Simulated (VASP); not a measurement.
Runs of VASP 6.6.1 on NaW. The structure is that of space group P6_3/mmc (No. 194), or close to it. The cells are those of the table. The cell was generated, and may not be a known phase.

```csv
task,cell,k mesh,cutoff (eV),gap on the mesh (eV),pressure (GPa),relaxed volume (Å³/atom)
relaxation of cell and atoms,"relaxed from a = 2.769, b = 2.769, c = 11.366 Å, angles 90.0, 90.0, 120.0°, 4 atoms",18 × 18 × 4,600,none,0.0,18.95
single point,"a = 3.297, b = 3.297, c = 6.505 Å, angles 90.0, 90.0, 120.0°, 4 atoms",6 × 6 × 4,520,none,(b),-
single point,"a = 2.767, b = 2.767, c = 11.412 Å, angles 90.0, 90.0, 120.0°, 4 atoms",18 × 18 × 4,520,none,0.1,-
relaxation of cell and atoms,"relaxed from a = 3.297, b = 3.297, c = 6.505 Å, angles 90.0, 90.0, 120.0°, 4 atoms",6 × 6 × 4,600,none,-0.1,18.55
single point,"a = 2.769, b = 2.769, c = 11.366 Å, angles 90.0, 90.0, 120.0°, 4 atoms",6 × 6 × 4,520,none,(a),-
```

Alike in all rows: level PBE; potentials or basis VASP PAW PBE potentials, release 64 (Na_pv, W_sv); no spin polarisation; smearing gaussian 0.1 eV.

Estimate the missing entries.

(a) 0.2; (b) 28.4.

Caveats: some runs use coarse meshes; spin-orbit coupling is left out, which moves the levels of the heavy elements; the volume moved by over 15 % at a fixed basis, so the end points are rough (at least some runs).

A k mesh can miss the band edges, and the runs leave out spin-orbit coupling on W.

A gap of «none» marks levels without a gap at the run's occupations.
